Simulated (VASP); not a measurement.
# PbF4 in VASP: single point with PBE

Aim: the single point of PbF4 with PBE.

Everything below comes from runs of VASP 6.6.1. Logs are shortened: lines on timing, memory, paths and dates and some standing lists are left out, and cuts for length are marked.

### 1 The cell of the first run

The cell holds a molecule in a box, 5 atoms: a = 12.150 Å, b = 12.150 Å, c = 11.520 Å, α = 90.00°, β = 90.00°, γ = 90.00°.

### 2 Single point, PBE

Contents of INCAR:

```
ALGO = Normal
EDIFF = 1E-6
ENCUT = 1010
GGA = PE
GGA_COMPAT = False
ISIF = 2
ISMEAR = 0
LASPH = True
LCHARG = True
LELF = True
LREAL = False
LVHAR = True
LWAVE = False
NBANDS = 29
NELM = 120
NELMDL = -8
PREC = Accurate
SIGMA = 0.01
```

Contents of KPOINTS:

```
k-points
0
Gamma
  1 1 1
```

Contents of POSCAR:

```
PbF4
1.0
   12.1500000000      0.0000000000      0.0000000000
    0.0000000000     12.1500000000      0.0000000000
    0.0000000000      0.0000000000     11.5200000000
Pb F
1 4
Direct
    0.4999094700      0.4999094700      0.4998324700
    0.6294485600      0.4999094700      0.6090408000
    0.4999094700      0.6294485600      0.3906250000
    0.3703703700      0.4999094700      0.6090408000
    0.4999094700      0.3703703700      0.3906250000
```

Potentials or basis: VASP PAW PBE potentials, release 64 (Pb_d, F_h).

Run with:

```console
$ cat potpaw_PBE.64/Pb_d/POTCAR potpaw_PBE.64/F_h/POTCAR > POTCAR
$ mpirun -np 1 vasp_gam > vasp.out
```

OUTCAR:

```text
EDIFF = 1E-6
   ENCUT = 1010
   GGA = PE
   ISIF = 2
   ISMEAR = 0
   LASPH = True
   LREAL = False
   NELM = 120
   NELMDL = -8
   PREC = Accurate

 ion  position               nearest neighbor table
   1  0.500  0.500  0.500-   3 2.01   5 2.01   2 2.01   4 2.01
   2  0.629  0.500  0.609-   1 2.01
   3  0.500  0.629  0.391-   1 2.01
   4  0.370  0.500  0.609-   1 2.01
   5  0.500  0.370  0.391-   1 2.01

  LATTYP: Found a simple tetragonal cell.
 ALAT       =    12.1500000000
 C/A-ratio  =     0.9481481481

  Lattice vectors:

 A1 = (  12.1500000000,   0.0000000000,   0.0000000000)
 A2 = (   0.0000000000,  12.1500000000,   0.0000000000)
 A3 = (   0.0000000000,   0.0000000000,  11.5200000000)

Analysis of symmetry for initial positions (statically):
=====================================================================
 Subroutine PRICEL returns:
 Original cell was already a primitive cell.

 Routine SETGRP: Setting up the symmetry group for a
 simple tetragonal supercell.

 Subroutine GETGRP returns: Found  8 space group operations
 (whereof  1 operations were pure point group operations)
 out of a pool of 16 trial point group operations.

The static configuration has the point symmetry C_1 .
 The point group associated with its full space group is D_2d.

Analysis of symmetry for dynamics (positions and initial velocities):
=====================================================================
 Subroutine PRICEL returns:
 Original cell was already a primitive cell.

 Routine SETGRP: Setting up the symmetry group for a
 simple tetragonal supercell.

 Subroutine GETGRP returns: Found  8 space group operations
 (whereof  1 operations were pure point group operations)
 out of a pool of 16 trial point group operations.

The dynamic configuration has the point symmetry C_1 .
 The point group associated with its full space group is D_2d.

 Subroutine INISYM returns: Found  8 space group operations
 (whereof  1 operations are pure point group operations),
 and found     1 'primitive' translations

----------------------------------------------------------------------------------------

                                     Primitive cell

  volume of cell :    1700.6112

  direct lattice vectors                    reciprocal lattice vectors
    12.150000000  0.000000000  0.000000000     0.082304527  0.000000000  0.000000000
     0.000000000 12.150000000  0.000000000     0.000000000  0.082304527  0.000000000
     0.000000000  0.000000000 11.520000000     0.000000000  0.000000000  0.086805556

  length of vectors
    12.150000000 12.150000000 11.520000000     0.082304527  0.082304527  0.086805556

  position of ions in fractional coordinates (direct lattice)
     0.499909470  0.499909470  0.499832470
     0.629448560  0.499909470  0.609040800
     0.499909470  0.629448560  0.390625000
     0.370370370  0.499909470  0.609040800
     0.499909470  0.370370370  0.390625000

  ion indices of the primitive-cell ions
   primitive index   ion index
                 1           1
                 2           2
                 3           3
                 4           4
                 5           5

----------------------------------------------------------------------------------------

 KPOINTS: k-points

Automatic generation of k-mesh.
 Grid dimensions read from file:
 generate k-points for:    1    1    1

 Generating k-lattice:

  Cartesian coordinates                     Fractional coordinates (reciprocal lattice)
     0.082304527  0.000000000  0.000000000     1.000000000  0.000000000  0.000000000
     0.000000000  0.082304527  0.000000000     0.000000000  1.000000000  0.000000000
     0.000000000  0.000000000  0.086805556     0.000000000  0.000000000  1.000000000

  Length of vectors
     0.082304527  0.082304527  0.086805556

  Shift w.r.t. Gamma in fractional coordinates (k-lattice)
     0.000000000  0.000000000  0.000000000

 Subroutine IBZKPT returns following result:
 ===========================================

 Found      1 irreducible k-points:

 Following reciprocal coordinates:
            Coordinates               Weight
  0.000000  0.000000  0.000000      1.000000
   k-points           NKPTS =      1   k-points in BZ     NKDIM =      1   number of bands    NBANDS=     29
   number of dos      NEDOS =    301   number of ions     NIONS =      5
   total plane-waves  NPLWV = ******
   dimension x,y,z NGX =   126 NGY =  126 NGZ =  120
   dimension x,y,z NGXF=   252 NGYF=  252 NGZF=  240
   ions per type =               1   4
   NGX,Y,Z   is equivalent  to a cutoff of  17.24, 17.24, 17.32 a.u.
   NGXF,Y,Z  is equivalent  to a cutoff of  34.48, 34.48, 34.63 a.u.
 SYSTEM =  unknown system
   PREC   = accura    normal or accurate (medium, high low for compatibility)
   ISTART =      0    job   : 0-new  1-cont  2-samecut
   ICHARG =      2    charge: 1-file 2-atom 10-const
   ISPIN  =      1    spin polarized calculation?
   LNONCOLLINEAR =      F non collinear calculations
   LSORBIT =      F    spin-orbit coupling
   LASPH  =      T    aspherical Exc in radial PAW
   ENCUT  = 1010.0 eV  74.23 Ry    8.62 a.u.  31.48 31.48 29.85*2*pi/ulx,y,z
   NELM   =    120;   NELMIN=  2; NELMDL= -8     # of ELM steps
   EDIFF  = 0.1E-05   stopping-criterion for ELM
   LREAL  =      F    real-space projection
   EDIFFG = 0.1E-04   stopping-criterion for IOM
   NSW    =      0    number of steps for IOM
   IBRION =     -1    ionic relax: 0-MD 1-quasi-New 2-CG
   NFREE  =      0    steps in history (QN), initial steepest desc. (CG)
   ISIF   =      2    stress and relaxation
   ISYM   =      2    0-nonsym 1-usesym 2-fastsym
   POTIM  = 0.5000    time-step for ionic-motion
   TEBEG  =    0.0;   TEEND  =   0.0 temperature during run
   PSTRESS=    0.0 pullay stress
   NELECT =      42.0000    total number of electrons
   NUPDOWN=      -1.0000    fix difference up-down
   EMIN   =  10.00;   EMAX   =-10.00  energy-range for DOS
   EFERMI =   0.00;   METHOD = LEGACY
   ISMEAR =     0;   SIGMA  =   0.01  broadening in eV -4-tet -1-fermi 0-gaus
   EFERMI_NEDOS =   21; number of points for ismear=-14 and -15
   IALGO  =     38    algorithm
   IMIX   =      4    mixing-type and parameters
     AMIX     =   0.40;   BMIX     =  1.00
     AMIX_MAG =   1.60;   BMIX_MAG =  1.00
  volume/ion in A,a.u.               =     340.12      2295.26
  Fermi-wavevector in a.u.,A,eV,Ry     =   0.476749  0.900925  3.092460  0.227289
  Thomas-Fermi vector in A             =   1.472308
   LORBIT       =      0    0 simple, 1 ext, 2 COOP (PROOUT), +10 PAW based schemes
   GGA     = PE    functional components
   LHFCALC =     F    Hartree Fock is set to
   AEXX    =    0.0000 exact exchange contribution
   IVDW    =     0    specifies the selected vdW correction
   LEPSILON=     F    determine dielectric tensor
   LRPA    =     F    only Hartree local field effects (RPA)
 non-spin polarized calculation
 Gauss-broadening in eV      SIGMA  =   0.01
  energy-cutoff  :     1010.00
  volume of cell :     1700.61
 maximum number of plane-waves:     62088
 NGX is ok and might be reduce to   126
   NGX = 63   NGY = 63   NGZ = 59

 number of electron      41.9999991 magnetization

 Free energy of the ion-electron system (eV)
  ---------------------------------------------------
  ext. energy  EPLUGINS =         0.00000000
  ---------------------------------------------------
  free energy    TOTEN  =       -18.95369903 eV

  energy without entropy =      -18.95369903  energy(sigma->0) =      -18.95369903

 E-fermi :  -9.6457     XC(G=0):  -0.8099

 val. band max:       -9.7019526901   @ k =   0.0000   0.0000   0.0000
 cond. band min:      -6.3416938597   @ k =   0.0000   0.0000   0.0000
 fundamental gap:      3.3602588304
 Fermi energy:        -9.6456539138

 k-point     1 :       0.0000    0.0000    0.0000
  band No.  band energies     occupation
      1     -29.2644      2.00000
      2     -29.2425      2.00000
      3     -29.2425      2.00000
      4     -29.2084      2.00000
      5     -23.3720      2.00000
      6     -23.3154      2.00000
[... 21 lines left out ...]
     28       1.0929      0.00000
     29       1.1601      0.00000

------------------------ aborting loop because EDIFF is reached ----------------------------------------

  FORCE on cell =-STRESS in cart. coord.  units (eV):
  Direction    XX          YY          ZZ          XY          YZ          ZX
  --------------------------------------------------------------------------------------
  -------------------------------------------------------------------------------------
  Total        0.1046477      0.1046477     -0.3703285      0.0000000      0.0000000      0.0000000
  in kB        0.0985906      0.0985906     -0.3488933      0.0000000      0.0000000      0.0000000
  external PRESSURE =      -0.0505707 kB  Pullay stress =       0.0000000 kB

 VOLUME and BASIS-vectors are now :
 -----------------------------------------------------------------------------
  energy-cutoff  :     1010.00
  volume of cell :     1700.61
      direct lattice vectors                 reciprocal lattice vectors
    12.150000000  0.000000000  0.000000000     0.082304527  0.000000000  0.000000000
     0.000000000 12.150000000  0.000000000     0.000000000  0.082304527  0.000000000
     0.000000000  0.000000000 11.520000000     0.000000000  0.000000000  0.086805556

 POSITION                                       TOTAL-FORCE (eV/Angst)
 -----------------------------------------------------------------------------------
      6.07390      6.07390      5.75807         0.000000      0.000000      0.000000
      7.64780      6.07390      7.01615         0.051707      0.000000     -0.060481
      6.07390      7.64780      4.50000         0.000000      0.051707      0.060481
      4.50000      6.07390      7.01615        -0.051707      0.000000     -0.060481
      6.07390      4.50000      4.50000         0.000000     -0.051707      0.060481
 -----------------------------------------------------------------------------------
    total drift:                                0.000413      0.000412     -0.068657

  FREE ENERGIE OF THE ION-ELECTRON SYSTEM (eV)
  ---------------------------------------------------
  free  energy   TOTEN  =       -18.9536990308 eV

  energy  without entropy=      -18.9536990308  energy(sigma->0) =      -18.95369903
```

Wall time 6.5 min (1 thread of Intel Xeon Platinum 8375C at 2.90GHz (Ice Lake), shared host); peak memory 2.8 GiB.

Results:

```
Free energy                     : -18.9537 eV
Largest force                   : 0.080 eV/Å
Gap between the frontier levels : 3.36 eV
```

Forces in eV/Å, atoms in the order of the input:
```
Pb   0.000  0.000  0.000
F    0.052  0.000 -0.060
F    0.000  0.052  0.060
F   -0.052  0.000 -0.060
F    0.000 -0.052  0.060
```

Caveat: spin-orbit coupling is left out, which moves the levels of the heavy elements.
